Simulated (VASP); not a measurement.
CdPb2: single point with PBE

CdPb2:

```
Cd Pb
1.0
    -2.03358    2.03358    4.98862
     2.03358   -2.03358    4.98862
     2.03358    2.03358   -4.98862
Cd Pb
1 2
Direct
  0.00000 0.00000 0.00000
  0.66500 0.66500 0.00000
  0.33500 0.33500 0.00000
```

* Program: VASP 6.6.1
* Task: single point
* Functional: PBE
* Potentials or basis: VASP PAW PBE potentials, release 64 (Cd, Pb_d)
* Cutoff: 520 eV
* k mesh: 6 × 6 × 6
* Occupations: gaussian, width 0.1 eV
* Spin: no spin polarisation
* Dipole correction: no
* Further INCAR settings: ALGO = Fast; EDIFF = 1e-06; NBANDS = 27

```json
{"Pressure": "3.7 GPa", "Largest force": "0.026 eV/Å", "Band gap on the k mesh": "zero (band 20 reaches 7.91 eV, above the bottom of band 21 at 4.70 eV)"}
```

Forces in eV/Å, atoms in the order of the input:
```
Cd   0.000  0.000  0.000
Pb   0.000  0.000 -0.026
Pb   0.000  0.000  0.026
```

Stress tensor (GPa, compression positive):
```
3.24 0.00 0.00
0.00 3.24 0.00
0.00 0.00 4.62
```

Levels at points of the mesh, in eV from the Fermi level:
| k point | band 17 | band 18 | band 19 | band 20 | band 21 | band 22 | band 23 | band 24 |
| --- | --- | --- | --- | --- | --- | --- | --- | --- |
| (0.00, 0.00, 0.00) | -6.25 | -2.88 | 0.26 | 0.72 | 0.72 | 0.85 | 1.99 | 1.99 |
| (0.50, 0.00, 0.00) | -7.79 | -4.08 | -3.44 | 1.77 | 2.11 | 2.59 | 2.71 | 4.13 |
| (0.50, 0.50, 0.00) | -7.37 | -4.04 | -2.52 | -2.45 | -1.44 | 0.98 | 1.22 | 2.74 |
| (0.50, 0.50, 0.50) | -8.40 | -2.41 | -0.74 | -0.74 | 3.06 | 4.40 | 4.94 | 5.53 |

Run time: 66 s on 1 thread of Intel(R) Xeon(R) 6975P-C (Granite Rapids), with other jobs on the host, peak memory 0.34 GiB.

Caveat: the k points lie up to 0.36 Å⁻¹ apart; spin-orbit coupling is left out, which moves the levels of the heavy elements.
